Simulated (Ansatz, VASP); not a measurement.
# Two plane-wave programs on AlNi

```
CELL_PARAMETERS angstrom
3.00527 0.00000 0.00000
0.00000 3.00527 0.00000
0.00000 0.00000 2.93372
ATOMIC_POSITIONS crystal
Al 0.00000 0.00000 0.00000
Ni 0.50000 0.50000 0.50000
```

Change from the starting cell: strain +0.050 along x and y, +0.025 along z, atoms carried along.

Alike in both runs: task single point; functional PBEsol; k mesh 20 × 20 × 20; occupations gaussian, width 0.15 eV; no spin polarisation.

```csv
,VASP,Ansatz
version,VASP 6.6.1,Ansatz 0.2.0
potentials or method,"VASP PAW PBE potentials, release 64 (Al, Ni), cutoff 600 eV","scalar-relativistic, plane waves, PAW"
valence electrons in the cell,13,21
```

Ansatz gave:

- gap on the k mesh at the Fermi level (eV): none
- pressure (GPa): -16.2
- traceless stress, the component that is largest in VASP (GPa): 0.90

Problem. Which values does VASP return?

Solution. gap on the k mesh at the Fermi level (eV): none; pressure (GPa): -16.0; traceless stress, the component that is largest in VASP (GPa): 0.93.

VASP's potentials were made for PBE, not for PBEsol. A gap of «none» marks a metal or a gap that the smearing closes. VASP's potentials hold 13 valence electrons a cell and Ansatz's 21, so a difference there can come from the potentials and not from the codes.
